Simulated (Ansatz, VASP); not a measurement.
Cs in VASP and in Ansatz

Contents of INCAR:

```
SYSTEM = Cs
  PREC = Accurate
  ENCUT = 520
  EDIFF = 1E-6
  ISMEAR = -1
  SIGMA = 0.1
  LREAL = .FALSE.
  LASPH = .TRUE.
  NELM = 60
  ALGO = Normal
  ISIF = 2
  LWAVE = .FALSE.
  LCHARG = .FALSE.
  NBANDS = 10
```

File KPOINTS:

```
regular mesh
0
G
  13 13 13
  0 0 0
```

Contents of POSCAR:

```
Cs
1.0
   -2.8840810378      2.8840810378      2.8840810378
    2.8840810378     -2.8840810378      2.8840810378
    2.8840810378      2.8840810378     -2.8840810378
Cs
1
Direct
    0.0000000000      0.0000000000      0.0000000000
```

Input for Ansatz:

```yaml
crystal:
  lattice:
    - [-2.8840810378, 2.8840810378, 2.8840810378]
    - [2.8840810378, -2.8840810378, 2.8840810378]
    - [2.8840810378, 2.8840810378, -2.8840810378]
  atoms:
    - { symbol: Cs, position: [0.0, 0.0, 0.0] }
hamiltonian:
  xc: lda
  pseudopotentials:
    kind: paw
    azcp:
      Cs: "pseudopotentials/Cs.paw.azcp"
basis:
  ecutwfc: 420
  fft_grid_basis: typed
kpoints:
  mp_grid: { grid: [13, 13, 13], shift: [0, 0, 0] }
magnetization:
  spin_polarized: false
scf:
  occupations: { method: fermi_dirac, width: 0.1 }
  lower_state_search: "off"
output:
  stress: true
```

Alike in both runs: task single point; functional LDA; k mesh 13 × 13 × 13; occupations fermi-dirac, width 0.1 eV; no spin polarisation.

```csv
,VASP,Ansatz
version,VASP 6.6.1,Ansatz 0.2.0
potentials or method,"VASP PAW LDA potentials, release 64 (Cs_sv), cutoff 520 eV","plane waves (420 eV) with PAW, scalar-relativistic"
valence electrons in the cell,9,9
```

|  | VASP | Ansatz | Ansatz less VASP |
| --- | --- | --- | --- |
| pressure (GPa) | 0.0 | 0.0 | +0.01 |

Ansatz warns that its potentials were made for another functional, while VASP's fit it. LDA's correlation is that of Perdew and Zunger in VASP and of Perdew and Wang (1992) in Ansatz.

Neither program's run includes spin-orbit coupling.
